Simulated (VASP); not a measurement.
# Ga (Pm-3m) in VASP: notebook

The runs below take Ga through relaxation of cell and atoms, single point, with RPBE.

Program: VASP 6.6.1. These are calculated values, not measurements. Logs are shortened: lines on timing, memory, paths and dates and some standing lists are left out, and cuts for length are marked.

### Step 1. The cell of the first run

Symmetry: Pm-3m, No. 221, cubic system. The conventional cell has a = 2.766 Å, b = 2.766 Å, c = 2.766 Å, α = 90.00°, β = 90.00°, γ = 90.00°. Within 3.6 Å of Ga (site symmetry m-3m) lie 6 Ga at 2.77 Å.

### Step 2. Relaxation of cell and atoms, RPBE

INCAR

```
SYSTEM = Ga
PREC = Accurate
ENCUT = 600
EDIFF = 1E-6
ISMEAR = -1
SIGMA = 0.1
LREAL = .FALSE.
LASPH = .TRUE.
NELM = 100
ALGO = Normal
ISIF = 3
LWAVE = .FALSE.
LCHARG = .FALSE.
GGA = RP
IBRION = 2
NSW = 80
EDIFFG = -0.01
```

KPOINTS

```
regular mesh
0
G
  11 11 11
  0 0 0
```

POSCAR

```
Ga
1.0
    2.7660252371      0.0000000000      0.0000000000
    0.0000000000      2.7660252371      0.0000000000
    0.0000000000      0.0000000000      2.7660252371
Ga
1
Direct
    0.0000000000      0.0000000000      0.0000000000
```

Potentials or basis: VASP PAW PBE potentials, release 64 (Ga_d).

Command:

```console
> cat potpaw_PBE.64/Ga_d/POTCAR > POTCAR
> mpirun -np 1 vasp_std > vasp.out
```

OUTCAR:

```text
SYSTEM = Ga
   PREC = Accurate
   ENCUT = 600
   EDIFF = 1E-6
   ISMEAR = -1
   LREAL = .FALSE.
   LASPH = .TRUE.
   NELM = 100
   ISIF = 3
   GGA = RP
   IBRION = 2
   NSW = 80
   EDIFFG = -0.01

 ion  position               nearest neighbor table
   1  0.000  0.000  0.000-

  LATTYP: Found a simple cubic cell.
 ALAT       =     2.7660252371

  Lattice vectors:

 A1 = (   2.7660252371,   0.0000000000,   0.0000000000)
 A2 = (   0.0000000000,   2.7660252371,   0.0000000000)
 A3 = (   0.0000000000,   0.0000000000,   2.7660252371)

Analysis of symmetry for initial positions (statically):
=====================================================================
 Subroutine PRICEL returns:
 Original cell was already a primitive cell.

 Routine SETGRP: Setting up the symmetry group for a
 simple cubic supercell.

 Subroutine GETGRP returns: Found 48 space group operations
 (whereof 48 operations were pure point group operations)
 out of a pool of 48 trial point group operations.

The static configuration has the point symmetry O_h .

Analysis of symmetry for dynamics (positions and initial velocities):
=====================================================================
 Subroutine PRICEL returns:
 Original cell was already a primitive cell.

 Routine SETGRP: Setting up the symmetry group for a
 simple cubic supercell.

 Subroutine GETGRP returns: Found 48 space group operations
 (whereof 48 operations were pure point group operations)
 out of a pool of 48 trial point group operations.

The dynamic configuration has the point symmetry O_h .

 Subroutine INISYM returns: Found 48 space group operations
 (whereof 48 operations are pure point group operations),
 and found     1 'primitive' translations

----------------------------------------------------------------------------------------

                                     Primitive cell

  volume of cell :      21.1626

  direct lattice vectors                    reciprocal lattice vectors
     2.766025237  0.000000000  0.000000000     0.361529601  0.000000000  0.000000000
     0.000000000  2.766025237  0.000000000     0.000000000  0.361529601  0.000000000
[... 139 lines left out ...]
  -------------------------------------------------------------------------------------
  Total       -0.0188345     -0.0188345     -0.0188345     -0.0000000     -0.0000000     -0.0000000
  in kB       -1.4259250     -1.4259250     -1.4259250     -0.0000000     -0.0000000     -0.0000000
  external PRESSURE =      -1.4259250 kB  Pullay stress =       0.0000000 kB

 VOLUME and BASIS-vectors are now :
 -----------------------------------------------------------------------------
  energy-cutoff  :      600.00
  volume of cell :       21.16
      direct lattice vectors                 reciprocal lattice vectors
     2.766025237  0.000000000  0.000000000     0.361529601  0.000000000  0.000000000
     0.000000000  2.766025237  0.000000000     0.000000000  0.361529601  0.000000000
     0.000000000  0.000000000  2.766025237     0.000000000  0.000000000  0.361529601

 POSITION                                       TOTAL-FORCE (eV/Angst)
 -----------------------------------------------------------------------------------
      0.00000      0.00000      0.00000         0.000000      0.000000      0.000000
 -----------------------------------------------------------------------------------
    total drift:                                0.000000     -0.000000      0.000000

  FREE ENERGIE OF THE ION-ELECTRON SYSTEM (eV)
  ---------------------------------------------------
  free  energy   TOTEN  =        -2.4782800159 eV

  energy  without entropy=       -2.4617313539  energy(sigma->0) =       -2.47000568

--------------------------------------- Ionic step        2  -------------------------------------------

 number of electron      12.9999998 magnetization

 Free energy of the ion-electron system (eV)
  ---------------------------------------------------
  ext. energy  EPLUGINS =         0.00000000
  ---------------------------------------------------
  free energy    TOTEN  =        -2.47829724 eV

  energy without entropy =       -2.46172642  energy(sigma->0) =       -2.47001183

 E-fermi :   4.4721     XC(G=0): -10.2601

 val. band max:        4.3765061601   @ k =   0.3636   0.2727   0.0909
 cond. band min:       4.4920279655   @ k =   0.4545   0.4545   0.0000
 fundamental gap:      0.1155218053
 Fermi energy:         4.4720911182

 k-point     1 :       0.0000    0.0000    0.0000
  band No.  band energies     occupation
      1     -10.6066      2.00000
      2     -10.6066      2.00000
      3     -10.1555      2.00000
      4     -10.1555      2.00000
      5     -10.1555      2.00000
      6      -5.7414      2.00000
      7      13.1070      0.00000
      8      13.1070      0.00000
      9      13.1070      0.00000
     10      15.9748      0.00000
[... 287 lines left out ...]
 k-point    24 :       0.2727    0.0909    0.0909
  band No.  band energies     occupation
      1     -10.5488      2.00000
      2     -10.4122      2.00000
      3     -10.2418      2.00000
      4     -10.2372      2.00000
      5     -10.1690      2.00000
      6      -3.9636      2.00000
      7       5.6125      0.00002
      8      12.2944      0.00000
      9      12.9048      0.00000
     10      19.9784      0.00000

 [... further k-points ...]
[... 5 lines left out ...]
  --------------------------------------------------------------------------------------
  -------------------------------------------------------------------------------------
  Total        0.0071603      0.0071603      0.0071603     -0.0000000      0.0000000     -0.0000000
  in kB        0.5435720      0.5435720      0.5435720     -0.0000000      0.0000000     -0.0000000
  external PRESSURE =       0.5435720 kB  Pullay stress =       0.0000000 kB

 VOLUME and BASIS-vectors are now :
 -----------------------------------------------------------------------------
  energy-cutoff  :      600.00
  volume of cell :       21.10
      direct lattice vectors                 reciprocal lattice vectors
     2.763511951  0.000000000 -0.000000000     0.361858395  0.000000000  0.000000000
    -0.000000000  2.763511951  0.000000000     0.000000000  0.361858395  0.000000000
     0.000000000 -0.000000000  2.763511951     0.000000000  0.000000000  0.361858395

 POSITION                                       TOTAL-FORCE (eV/Angst)
 -----------------------------------------------------------------------------------
      0.00000      0.00000      0.00000         0.000000     -0.000000      0.000000
 -----------------------------------------------------------------------------------
    total drift:                                0.000000     -0.000000      0.000000

  FREE ENERGIE OF THE ION-ELECTRON SYSTEM (eV)
  ---------------------------------------------------
  free  energy   TOTEN  =        -2.4782972416 eV

  energy  without entropy=       -2.4617264165  energy(sigma->0) =       -2.47001183

 reached required accuracy - stopping structural energy minimisation
```

OSZICAR:

```text
N       E                     dE             d eps       ncg     rms          rms(c)
DAV:   1     0.382798912337E+02    0.38280E+02   -0.75939E+03  1144   0.232E+03
DAV:   2    -0.983659767865E+00   -0.39264E+02   -0.38481E+02  1130   0.249E+02
DAV:   3    -0.247735418275E+01   -0.14937E+01   -0.14905E+01  1326   0.456E+01
DAV:   4    -0.249150905151E+01   -0.14155E-01   -0.14152E-01  1258   0.464E+00
DAV:   5    -0.249172154985E+01   -0.21250E-03   -0.21249E-03  1378   0.513E-01    0.819E-01
DAV:   6    -0.247942079225E+01    0.12301E-01   -0.36035E-02  1288   0.385E+00    0.430E-01
DAV:   7    -0.247829683123E+01    0.11240E-02   -0.80452E-03  1324   0.151E+00    0.123E-01
DAV:   8    -0.247826606879E+01    0.30762E-04   -0.89256E-04  1192   0.491E-01    0.138E-02
DAV:   9    -0.247827955805E+01   -0.13489E-04   -0.17250E-05  1460   0.481E-02    0.358E-03
DAV:  10    -0.247828001591E+01   -0.45786E-06   -0.71205E-07   980   0.850E-03
   1 F= -.24782800E+01 E0= -.24700057E+01  d E =-.247828E+01
       N       E                     dE             d eps       ncg     rms          rms(c)
DAV:   1    -0.247938636230E+01   -0.11068E-02   -0.14471E-02  1196   0.245E+00    0.190E-01
DAV:   2    -0.247851645410E+01    0.86991E-03   -0.16712E-03  1236   0.861E-01    0.854E-02
DAV:   3    -0.247832205656E+01    0.19440E-03   -0.23090E-04  1222   0.298E-01    0.201E-02
DAV:   4    -0.247829724452E+01    0.24812E-04   -0.21337E-05  1562   0.937E-02    0.593E-04
DAV:   5    -0.247829724163E+01    0.28876E-08   -0.73709E-08   684   0.373E-03
   2 F= -.24782972E+01 E0= -.24700118E+01  d E =-.172257E-04
```

It took 20 s on 1 thread of Intel Xeon 8259CL, shared host; peak memory 0.15 GiB.

Results:

```
Free energy                            : -2.4783 eV
Relaxed volume                         : 21.10 Å³/atom
Relaxed cell                           : a = 2.764 Å, b = 2.764 Å, c = 2.764 Å, α = 90.00°, β = 90.00°, γ = 90.00°
Space group after relaxing (to 0.05 Å) : Pm-3m (No. 221)
Energy gained by relaxing              : 0.0 meV/atom
Ionic steps                            : 2
Pressure after relaxing                : 0.1 GPa
```

Final structure:
```
CELL_PARAMETERS angstrom
2.76351 0.00000 0.00000
0.00000 2.76351 0.00000
0.00000 0.00000 2.76351
ATOMIC_POSITIONS crystal
Ga 0.00000 0.00000 0.00000
```

Caveat: the PAW data sets were made with another functional, which shifts forces and pressure a little.

### Step 3. Single point, RPBE

This run uses another cell than the first one, of 21.08 Å³/atom, 0.996 times its volume.

INCAR

```
  PREC = Accurate
  ENCUT = 520
  EDIFF = 1E-6
  ISMEAR = -1
  SIGMA = 0.1
  LREAL = False
  LASPH = True
  NELM = 60
  ALGO = Normal
  ISIF = 2
  LWAVE = False
  LCHARG = False
  GGA = RP
  NBANDS = 12
```

KPOINTS

```
Automatic mesh
0
Gamma
  19 19 19
```

POSCAR

```
Ga
1.0
    2.7624067219      0.0000000000      0.0000000000
    0.0000000000      2.7624067219      0.0000000000
    0.0000000000      0.0000000000      2.7624067219
Ga
1
Direct
    0.0000000000      0.0000000000      0.0000000000
```

Potentials or basis: VASP PAW PBE potentials, release 64 (Ga_d).

Command:

```console
> cat potpaw_PBE.64/Ga_d/POTCAR > POTCAR
> mpirun -np 1 vasp_std > vasp.out
```

Wall time 50 s (1 thread of Intel Xeon 8259CL, shared host); peak memory 0.18 GiB.

Results (log left out):

```
Free energy : -2.4761 eV
Pressure    : -0.1 GPa
```

Levels at points of the mesh, in eV from the Fermi level:
| k point | band 4 | band 5 | band 6 | band 7 | band 8 | band 9 |
| --- | --- | --- | --- | --- | --- | --- |
| (0.00, 0.00, 0.00) | -14.63 | -14.63 | -10.22 | 8.65 | 8.65 | 8.65 |

Caveat: the PAW data sets were made with another functional, which shifts forces and pressure a little.
